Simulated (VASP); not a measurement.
CuGe3Sb2I: single point with PBE

The system is CuGe3Sb2I.

```
Cu Ge Sb I
1.0
     3.83830    0.00000    0.00000
     0.00000    3.83830    0.00000
     0.00000    0.00000   12.47772
Cu Ge Sb I
1 3 2 1
Cartesian
  0.0000 0.0000 6.2389
  0.0000 0.0000 3.8649
  0.0000 0.0000 8.6128
  1.9191 1.9191 6.2389
  1.9191 1.9191 9.4780
  1.9191 1.9191 2.9997
  1.9191 1.9191 0.0000
```

- Program: VASP 6.6.1
- Task: single point
- Functional: PBE
- Potentials or basis: VASP PAW PBE potentials, release 64 (Cu, Ge_d, Sb, I)
- Cutoff: 520 eV
- k mesh: 8 × 8 × 4
- Occupations: gaussian, width 0.1 eV
- Spin: no spin polarisation
- Dipole correction: no
- Further INCAR settings: ALGO = Normal; EDIFF = 1e-06; NBANDS = 44

| Item | Value |
| --- | --- |
| Pressure | 0.1 GPa |
| Largest force | 0.013 eV/Å |
| Band gap on the k mesh | zero (bands 35 and 36 overlap by 2.83 eV) |

Forces in eV/Å, atoms in the order of the input:
```
Cu   0.000  0.000  0.000
Ge   0.000  0.000 -0.013
Ge   0.000  0.000  0.013
Ge   0.000  0.000  0.000
Sb   0.000  0.000  0.005
Sb   0.000  0.000 -0.005
I    0.000  0.000  0.000
```

Levels at points of the mesh, in eV from the Fermi level:
```csv
k point,band 31,band 32,band 33,band 34,band 35,band 36,band 37,band 38,band 39,band 40
"(0.00, 0.00, 0.00)",-1.38,-1.38,-0.75,-0.67,-0.67,0.75,1.06,1.06,2.76,3.30
"(0.50, 0.00, 0.00)",-1.11,-0.60,-0.29,0.89,1.07,1.07,1.13,1.53,2.49,2.55
"(0.50, 0.50, 0.00)",-2.93,-2.81,-2.40,-1.95,-1.95,-1.62,-0.20,0.26,0.35,2.63
"(0.00, 0.00, 0.50)",-1.57,-1.57,-0.54,-0.54,0.45,0.75,0.99,0.99,1.55,2.96
"(0.50, 0.00, 0.50)",-1.78,-0.60,0.67,0.80,1.13,1.18,1.22,1.53,2.03,2.71
"(0.50, 0.50, 0.50)",-2.67,-2.67,-2.26,-2.13,-2.13,-1.62,-1.43,-0.22,2.78,3.23
```

Wall time 3.4 min on 1 thread of Intel(R) Xeon(R) 6975P-C (Granite Rapids), on a shared host, peak memory 0.52 GiB.

Caveat: spin-orbit coupling is left out, which moves the levels of the heavy elements.
